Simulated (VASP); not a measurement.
# Hf8N9 (a cell with a defect) in VASP: notebook, part 2 of 2

VASP 6.6.1. Earlier steps stand in the parts before.

## (3) Relaxation of the atoms, PBE

Contents of INCAR:

```
SYSTEM = Hf8N9
ALGO = Normal
EDIFF = 1E-7
EDIFFG = -0.03
ENCUT = 520
GGA = PE
GGA_COMPAT = .False.
IBRION = 2
ISIF = 2
ISMEAR = 1
LASPH = .True.
LCHARG = .False.
LREAL = .False.
LWAVE = .False.
NELM = 120
NELMIN = 4
NSW = 60
PREC = Accurate
SIGMA = 0.1
```

Contents of KPOINTS:

```
k-points
0
Gamma
  3 3 3
  0 0 0
```

Contents of POSCAR:

```
Hf8N9
1.0
    0.0000000000      4.5120000000      4.5120000000
    4.5120000000      0.0000000000      4.5120000000
    4.5120000000      4.5120000000      0.0000000000
Hf N
8 9
Direct
    0.0000000000      0.0000000000      0.0000000000
    0.0000000000      0.0000000000      0.5000000000
    0.0000000000      0.5000000000      0.0000000000
    0.0000000000      0.5000000000      0.5000000000
    0.5000000000      0.0000000000      0.0000000000
    0.5000000000      0.0000000000      0.5000000000
    0.5000000000      0.5000000000      0.0000000000
    0.5000000000      0.5000000000      0.5000000000
    0.2500000000      0.2500000000      0.2500000000
    0.2500000000      0.2500000000      0.7500000000
    0.2500000000      0.7500000000      0.2500000000
    0.2500000000      0.7500000000      0.7500000000
    0.7500000000      0.2500000000      0.2500000000
    0.7500000000      0.2500000000      0.7500000000
    0.7500000000      0.7500000000      0.2500000000
    0.7500000000      0.7500000000      0.7500000000
    0.1250000000      0.1250000000      0.1250000000
```

Potentials or basis: VASP PAW PBE potentials, release 64 (Hf_pv, N).

Launch:

```bash
> cat potpaw_PBE.64/Hf_pv/POTCAR potpaw_PBE.64/N/POTCAR > POTCAR
> mpirun -np 1 vasp_std > vasp.out
```

OUTCAR:

```text
SYSTEM = Hf8N9
   EDIFF = 1E-7
   EDIFFG = -0.03
   ENCUT = 520
   GGA = PE
   IBRION = 2
   ISIF = 2
   ISMEAR = 1
   LASPH = .True.
   LREAL = .False.
   NELM = 120
   NELMIN = 4
   NSW = 60
   PREC = Accurate

 ion  position               nearest neighbor table
   1  0.000  0.000  0.000-  17 1.95  11 2.26  12 2.26  13 2.26  14 2.26  15 2.26  10 2.26   3 3.19
                             5 3.19   2 3.19   2 3.19   4 3.19   6 3.19   3 3.19   4 3.19   7 3.19
   2  0.000  0.000  0.500-  17 1.95  11 2.26  12 2.26  13 2.26  14 2.26  16 2.26   9 2.26   4 3.19
                             6 3.19   1 3.19   1 3.19   3 3.19   5 3.19   3 3.19   4 3.19   8 3.19
   3  0.000  0.500  0.000-  17 1.95  10 2.26  12 2.26  13 2.26  15 2.26  16 2.26   9 2.26   4 3.19
                             7 3.19   1 3.19   2 3.19   4 3.19   8 3.19   1 3.19   2 3.19   5 3.19
   4  0.000  0.500  0.500-   9 2.26  10 2.26  11 2.26  14 2.26  15 2.26  16 2.26   2 3.19   3 3.19
                             8 3.19   1 3.19   3 3.19   7 3.19   1 3.19   2 3.19   6 3.19   6 3.19
   5  0.500  0.000  0.000-  17 1.95  10 2.26  11 2.26  14 2.26  15 2.26  16 2.26   9 2.26   6 3.19
                             7 3.19   1 3.19   2 3.19   6 3.19   8 3.19   3 3.19   7 3.19   8 3.19
   6  0.500  0.000  0.500-   9 2.26  10 2.26  12 2.26  13 2.26  15 2.26  16 2.26   2 3.19   5 3.19
                             8 3.19   1 3.19   5 3.19   7 3.19   4 3.19   7 3.19   8 3.19   1 3.19
   7  0.500  0.500  0.000-   9 2.26  11 2.26  12 2.26  13 2.26  14 2.26  16 2.26   3 3.19   5 3.19
                             8 3.19   4 3.19   6 3.19   8 3.19   1 3.19   5 3.19   6 3.19   1 3.19
   8  0.500  0.500  0.500-  10 2.26  11 2.26  12 2.26  13 2.26  14 2.26  15 2.26   4 3.19   6 3.19
                             7 3.19   3 3.19   5 3.19   7 3.19   2 3.19   5 3.19   6 3.19   2 3.19
   9  0.250  0.250  0.250-   2 2.26   3 2.26   4 2.26   5 2.26   6 2.26   7 2.26
  10  0.250  0.250  0.750-   1 2.26   3 2.26   4 2.26   5 2.26   6 2.26   8 2.26
  11  0.250  0.750  0.250-   1 2.26   2 2.26   4 2.26   5 2.26   7 2.26   8 2.26
  12  0.250  0.750  0.750-   1 2.26   2 2.26   3 2.26   6 2.26   7 2.26   8 2.26
  13  0.750  0.250  0.250-   1 2.26   2 2.26   3 2.26   6 2.26   7 2.26   8 2.26
  14  0.750  0.250  0.750-   1 2.26   2 2.26   4 2.26   5 2.26   7 2.26   8 2.26
  15  0.750  0.750  0.250-   1 2.26   3 2.26   4 2.26   5 2.26   6 2.26   8 2.26
  16  0.750  0.750  0.750-   2 2.26   3 2.26   4 2.26   5 2.26   6 2.26   7 2.26
  17  0.125  0.125  0.125-   2 1.95   3 1.95   5 1.95   1 1.95

  LATTYP: Found a face centered cubic cell.
 ALAT       =     9.0240000000

  Lattice vectors:

 A1 = (   0.0000000000,   4.5120000000,   4.5120000000)
 A2 = (   4.5120000000,   0.0000000000,   4.5120000000)
 A3 = (   4.5120000000,   4.5120000000,   0.0000000000)

Analysis of symmetry for initial positions (statically):
=====================================================================
 Subroutine PRICEL returns:
 Original cell was already a primitive cell.

 Routine SETGRP: Setting up the symmetry group for a
 face centered cubic supercell.

 Subroutine GETGRP returns: Found 24 space group operations
 (whereof  6 operations were pure point group operations)
 out of a pool of 48 trial point group operations.

The static configuration has the point symmetry C_3v.
 The point group associated with its full space group is T_d .

Analysis of symmetry for dynamics (positions and initial velocities):
=====================================================================
 Subroutine PRICEL returns:
 Original cell was already a primitive cell.

 Routine SETGRP: Setting up the symmetry group for a
 face centered cubic supercell.

 Subroutine GETGRP returns: Found 24 space group operations
 (whereof  6 operations were pure point group operations)
 out of a pool of 48 trial point group operations.

[... 100 lines left out ...]
 SYSTEM =  Hf8N9
   PREC   = accura    normal or accurate (medium, high low for compatibility)
   ISTART =      0    job   : 0-new  1-cont  2-samecut
   ICHARG =      2    charge: 1-file 2-atom 10-const
   ISPIN  =      1    spin polarized calculation?
   LNONCOLLINEAR =      F non collinear calculations
   LSORBIT =      F    spin-orbit coupling
   LASPH  =      T    aspherical Exc in radial PAW
   ENCUT  =  520.0 eV  38.22 Ry    6.18 a.u.  11.86 11.86 11.86*2*pi/ulx,y,z
   NELM   =    120;   NELMIN=  4; NELMDL= -5     # of ELM steps
   EDIFF  = 0.1E-06   stopping-criterion for ELM
   LREAL  =      F    real-space projection
   EDIFFG = -.3E-01   stopping-criterion for IOM
   NSW    =     60    number of steps for IOM
   IBRION =      2    ionic relax: 0-MD 1-quasi-New 2-CG
   NFREE  =      1    steps in history (QN), initial steepest desc. (CG)
   ISIF   =      2    stress and relaxation
   ISYM   =      2    0-nonsym 1-usesym 2-fastsym
   POTIM  = 0.5000    time-step for ionic-motion
   TEBEG  =    0.0;   TEEND  =   0.0 temperature during run
   PSTRESS=    0.0 pullay stress
   NELECT =     125.0000    total number of electrons
   NUPDOWN=      -1.0000    fix difference up-down
   EMIN   =  10.00;   EMAX   =-10.00  energy-range for DOS
   EFERMI =   0.00;   METHOD = LEGACY
   ISMEAR =     1;   SIGMA  =   0.10  broadening in eV -4-tet -1-fermi 0-gaus
   EFERMI_NEDOS =   21; number of points for ismear=-14 and -15
   IALGO  =     38    algorithm
   IMIX   =      4    mixing-type and parameters
     AMIX     =   0.40;   BMIX     =  1.00
     AMIX_MAG =   1.60;   BMIX_MAG =  1.00
  volume/ion in A,a.u.               =      10.81        72.93
  Fermi-wavevector in a.u.,A,eV,Ry     =   1.439900  2.721017 28.209133  2.073313
  Thomas-Fermi vector in A             =   2.558704
   LORBIT       =      0    0 simple, 1 ext, 2 COOP (PROOUT), +10 PAW based schemes
   GGA     = PE    functional components
   LHFCALC =     F    Hartree Fock is set to
   AEXX    =    0.0000 exact exchange contribution
   IVDW    =     0    specifies the selected vdW correction
   LEPSILON=     F    determine dielectric tensor
   LRPA    =     F    only Hartree local field effects (RPA)
 conjugate gradient relaxation of ions
 non-spin polarized calculation
 Methfessel and Paxton  Order N= 1 SIGMA  =   0.10
  energy-cutoff  :      520.00
  volume of cell :      183.71
 maximum number of plane-waves:      4968
   NGX = 23   NGY = 23   NGZ = 23

--------------------------------------- Ionic step        1  -------------------------------------------

 number of electron     125.0000005 magnetization

 Free energy of the ion-electron system (eV)
  ---------------------------------------------------
  ext. energy  EPLUGINS =         0.00000000
  ---------------------------------------------------
  free energy    TOTEN  =      -175.85664699 eV

  energy without entropy =     -175.84740339  energy(sigma->0) =     -175.85356579

------------------------ aborting loop because EDIFF is reached ----------------------------------------

  FORCE on cell =-STRESS in cart. coord.  units (eV):
  Direction    XX          YY          ZZ          XY          YZ          ZX
  --------------------------------------------------------------------------------------
  -------------------------------------------------------------------------------------
  Total       25.8162755     25.8162755     25.8162755     -0.0000000     -0.0000000     -0.0000000
  in kB      225.1473819    225.1473819    225.1473819     -0.0000000     -0.0000000     -0.0000000
  external PRESSURE =     225.1473819 kB  Pullay stress =       0.0000000 kB
[... 344 lines left out ...]
--------------------------------------- Ionic step        8  -------------------------------------------

 number of electron     124.9999999 magnetization

 Free energy of the ion-electron system (eV)
  ---------------------------------------------------
  ext. energy  EPLUGINS =         0.00000000
  ---------------------------------------------------
  free energy    TOTEN  =      -178.65308315 eV

  energy without entropy =     -178.63581207  energy(sigma->0) =     -178.64732613

 E-fermi :   8.4218     XC(G=0): -12.9067

 val. band max:        8.3691386968   @ k =   0.3333   0.3333   0.0000
 cond. band min:       8.4230910448   @ k =  -0.3333   0.3333   0.0000
 fundamental gap:      0.0539523481
 Fermi energy:         8.4217952229

 k-point     1 :       0.0000    0.0000    0.0000
  band No.  band energies     occupation
      1     -23.5031      2.00000
      2     -23.3976      2.00000
      3     -23.3976      2.00000
      4     -23.3976      2.00000
      5     -23.3342      2.00000
      6     -23.2171      2.00000
[... 297 lines left out ...]
     73      11.8978      0.00000
     74      11.9519      0.00000
 [bands above 74 left out]

------------------------ aborting loop because EDIFF is reached ----------------------------------------

  FORCE on cell =-STRESS in cart. coord.  units (eV):
  Direction    XX          YY          ZZ          XY          YZ          ZX
  --------------------------------------------------------------------------------------
  -------------------------------------------------------------------------------------
  Total       26.5229930     26.5229930     26.5229930     -0.0000000     -0.0000000      0.0000000
  in kB      231.3107649    231.3107649    231.3107649     -0.0000000     -0.0000000      0.0000000
  external PRESSURE =     231.3107649 kB  Pullay stress =       0.0000000 kB
[... 32 lines left out ...]
  FREE ENERGIE OF THE ION-ELECTRON SYSTEM (eV)
  ---------------------------------------------------
  free  energy   TOTEN  =      -178.6530831545 eV

  energy  without entropy=     -178.6358120694  energy(sigma->0) =     -178.64732613

 reached required accuracy - stopping structural energy minimisation
```

Wall time 11 min (1 thread of Intel Xeon Platinum 8259CL at 2.50GHz (Skylake/Cascade Lake), shared host); peak memory 0.34 GiB.

What came out:

```yaml
Free_energy: -178.6531 eV
Energy_gained_by_relaxing: 164.5 meV/atom
Ionic_steps: 8
Pressure_after_relaxing: 23.1 GPa
Largest_force_after_relaxing: 0.019 eV/Å
Band_gap_on_the_k_mesh: zero (an odd number of electrons rules out a gap without spin polarisation)
```

Forces in eV/Å, atoms in the order of the input:
```
Hf  -0.001 -0.001 -0.001
Hf   0.001  0.001 -0.001
Hf   0.001 -0.001  0.001
Hf  -0.007  0.007  0.007
Hf  -0.001  0.001  0.001
Hf   0.007 -0.007  0.007
Hf   0.007  0.007 -0.007
Hf  -0.007 -0.007 -0.007
N    0.006  0.006  0.006
N   -0.006 -0.006  0.006
N   -0.006  0.006 -0.006
N    0.011 -0.011 -0.011
N    0.006 -0.006 -0.006
N   -0.011  0.011 -0.011
N   -0.011 -0.011  0.011
N    0.011  0.011  0.011
N    0.000  0.000  0.000
```

The path:
```tsv
step	energy change (eV)	largest force (eV/Å)	pressure (GPa)
1	0.0000	5.6452	22.51
2	-2.4917	1.6926	24.13
3	-2.6565	1.2732	22.40
4	-2.7475	0.8636	24.10
5	-2.7820	0.2965	23.40
6	-2.7940	0.1133	23.01
7	-2.7941	0.1210	23.03
8	-2.7964	0.0191	23.13
```

Final structure:
```cif
data_structure
_symmetry_space_group_name_H-M 'P 1'
_symmetry_Int_Tables_number 1
_cell_length_a 6.3809
_cell_length_b 6.3809
_cell_length_c 6.3809
_cell_angle_alpha 60.000
_cell_angle_beta 60.000
_cell_angle_gamma 60.000
_cell_volume 183.71
loop_
_atom_site_label
_atom_site_type_symbol
_atom_site_fract_x
_atom_site_fract_y
_atom_site_fract_z
_atom_site_occupancy
Hf1 Hf 0.99934 0.99934 0.99934 1
Hf2 Hf 0.99934 0.99934 0.50199 1
Hf3 Hf 0.99934 0.50199 0.99934 1
Hf4 Hf 0.00191 0.49936 0.49936 1
Hf5 Hf 0.50199 0.99934 0.99934 1
Hf6 Hf 0.49936 0.00191 0.49936 1
Hf7 Hf 0.49936 0.49936 0.00191 1
Hf8 Hf 0.49936 0.49936 0.49936 1
N1 N 0.26533 0.26533 0.26533 1
N2 N 0.26533 0.26533 0.70402 1
N3 N 0.26533 0.70402 0.26533 1
N4 N 0.24767 0.75078 0.75078 1
N5 N 0.70402 0.26533 0.26533 1
N6 N 0.75078 0.24767 0.75078 1
N7 N 0.75078 0.75078 0.24767 1
N8 N 0.75078 0.75078 0.75078 1
N9 N 0.12500 0.12500 0.12500 1
```

Levels at points of the mesh, in eV from the Fermi level:
```tsv
k point	band 58	band 59	band 60	band 61	band 62	band 63	band 64	band 65	band 66	band 67
(0.00, 0.00, 0.00)	-3.06	-3.06	-2.26	-2.26	-2.26	-0.45	1.62	1.62	1.62	2.09
```

Caveat: the k points lie up to 0.40 Å⁻¹ apart, too coarse for converged energies and pressures of a metal; spin-orbit coupling is left out, which moves the levels of the heavy elements.
